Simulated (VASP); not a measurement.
TiSe2: single point with PBE

Crystal: TiSe2.

```
Ti Se
1.0
     3.53600    0.00000    0.00000
    -1.76800    3.06227    0.00000
     0.00000    0.00000    6.00400
Ti Se
1 2
Direct
  0.00000 0.00000 0.00000
  0.33333 0.66667 0.25520
  0.66667 0.33333 0.74480
```

```yaml
Program: VASP 6.6.1
Task: single point
Functional: PBE
Potentials_or_basis: VASP PAW PBE potentials, release 64 (Ti_sv, Se)
Cutoff: 500 eV
k_mesh: 18 × 18 × 8
Occupations: gaussian, width 0.05 eV
Spin: no spin polarisation
```

```yaml
Pressure: 1.6 GPa
Largest_force: 0.087 eV/Å
Band_gap_on_the_k_mesh: zero (bands 12 and 13 overlap by 0.61 eV)
```

Forces in eV/Å, atoms in the order of the input:
```
Ti   0.000  0.000  0.000
Se   0.000  0.000  0.087
Se   0.000  0.000 -0.087
```

Stress tensor (GPa, compression positive):
```
1.22 0.00 0.00
0.00 1.22 0.00
0.00 0.00 2.42
```

Levels at points of the mesh, in eV from the Fermi level:
```csv
k point,band 8,band 9,band 10,band 11,band 12,band 13,band 14,band 15,band 16,band 17
"(0.00, 0.00, 0.00)",-2.33,-2.33,0.18,0.43,0.43,0.46,0.46,0.63,3.30,3.30
"(0.50, 0.00, 0.00)",-3.78,-2.77,-2.71,-2.30,-1.40,0.08,1.32,1.71,3.18,3.62
"(0.00, 0.00, 0.50)",-2.58,-2.28,-2.28,0.24,0.24,0.42,0.42,1.20,3.62,3.62
"(0.50, 0.00, 0.50)",-4.57,-2.72,-2.51,-1.22,-1.00,-0.18,1.32,1.68,3.07,3.84
```

Wall time 5.9 min on 1 thread of Oxide Virtual Turin-like Processor, with other jobs on the host, peak memory 0.38 GiB.

Caveat: this functional lacks dispersion, which binds layers or chains, so the pressure and a relaxed spacing across them are unreliable.
